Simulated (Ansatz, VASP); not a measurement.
## Two plane-wave programs on CuO

```
Cu O
1.0
     0.00000    2.11656    2.11656
     2.11656    0.00000    2.11656
     2.11656    2.11656    0.00000
Cu O
1 1
Direct
  0.02950 0.02810 0.90803
  0.47050 0.47190 0.59197
```

Alike in both runs: functional PBEsol; k mesh 11 × 11 × 11; occupations fermi-dirac, width 0.05 eV; no spin polarisation; Hubbard terms Cu d U = 5.3 eV.

|  | VASP | Ansatz |
| --- | --- | --- |
| version | VASP 6.6.1 | Ansatz 0.2.0 |
| potentials or method | VASP PAW PBE potentials, release 64 (Cu_sv_GW, O) | Ansatz PAW |
| plane-wave cutoff (eV) | 700 | 420 |
| valence electrons in the cell | 25 | 25 |
| task | single point | band structure |

```csv
,VASP,Ansatz,Ansatz less VASP
gap on the k mesh at the Fermi level (eV),none,none,-
pressure (GPa),4.5,11.9,+7.43
"traceless stress, the component that is largest in VASP (GPa)",-3.31,-4.39,-1.071
rms of the force components (eV/Å),0.510,0.647,+0.1375
```

VASP's potentials were made for PBE, not for PBEsol. The programs project onto different local orbitals, so the same U acts differently, and such runs can settle in different states. Atom by atom the forces differ by 0.138 eV/Å (rms over components). A gap of «none» marks a metal or a gap that the smearing closes.
